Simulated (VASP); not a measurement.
Write the native input for VASP 6.6.1 that does the following.

```
Task                    : density of states
Functional              : LDA
Potentials or basis     : VASP PAW LDA potentials, release 64 (Ir)
Cutoff                  : 520 eV
k mesh                  : 18 × 18 × 18
Occupations             : gaussian, width 0.05 eV
Spin                    : no spin polarisation
Dipole correction       : no
k mesh for the DOS      : 27 × 27 × 27
Occupations for the DOS : tetrahedron
Further INCAR settings  : ALGO = Normal; EDIFF = 1e-07
```

The system is Ir.

```
Ir
1.0
     0.00000    1.90555    1.90555
     1.90555    0.00000    1.90555
     1.90555    1.90555    0.00000
Ir
1
Direct
  0.00000 0.00000 0.00000
```

One way to write it, as run:

POSCAR

```
Ir
1.0
    0.0000000000      1.9055489819      1.9055489819
    1.9055489819      0.0000000000      1.9055489819
    1.9055489819      1.9055489819      0.0000000000
Ir
1
Direct
    0.0000000000      0.0000000000      0.0000000000
```

INCAR.step1

```
SYSTEM = Ir
ALGO = Normal
EDIFF = 1E-7
ENCUT = 520
ISIF = 2
ISMEAR = 0
LASPH = .TRUE.
LCHARG = .TRUE.
LMAXMIX = 4
LREAL = .FALSE.
LWAVE = .FALSE.
NBANDS = 10
NELM = 80
PREC = Accurate
SIGMA = 0.05
```

KPOINTS.step1

```
k-points
0
G
  18 18 18
  0 0 0
```

INCAR.step2

```
SYSTEM = Ir
ALGO = Normal
EDIFF = 1E-7
ENCUT = 520
ICHARG = 11
ISIF = 2
ISMEAR = -5
LASPH = .TRUE.
LCHARG = .FALSE.
LMAXMIX = 4
LORBIT = 10
LREAL = .FALSE.
LWAVE = .FALSE.
NEDOS = 1001
NELM = 80
PREC = Accurate
SIGMA = 0.05
```

KPOINTS.step2

```
k-points
0
G
  27 27 27
  0 0 0
```

Potentials or basis: VASP PAW LDA potentials, release 64 (Ir).

Command:

```sh
$ cat potpaw_LDA.64/Ir/POTCAR > POTCAR
$ cp INCAR.step1 INCAR
$ cp KPOINTS.step1 KPOINTS
$ mpirun -np 1 vasp_std > vasp.out
$ cp INCAR.step2 INCAR
$ cp KPOINTS.step2 KPOINTS
$ mpirun -np 1 vasp_std > vasp.out
```

Results of the run:

| Property | Result |
| --- | --- |
| Valence electrons inside the program's atomic spheres | Ir 8.49 |

Caveat: spin-orbit coupling is left out, which moves the levels of the heavy elements.

It took 24 s on 1 thread of Intel(R) Xeon(R) 6975P-C (Granite Rapids), with other jobs on the host, peak memory 0.18 GiB.
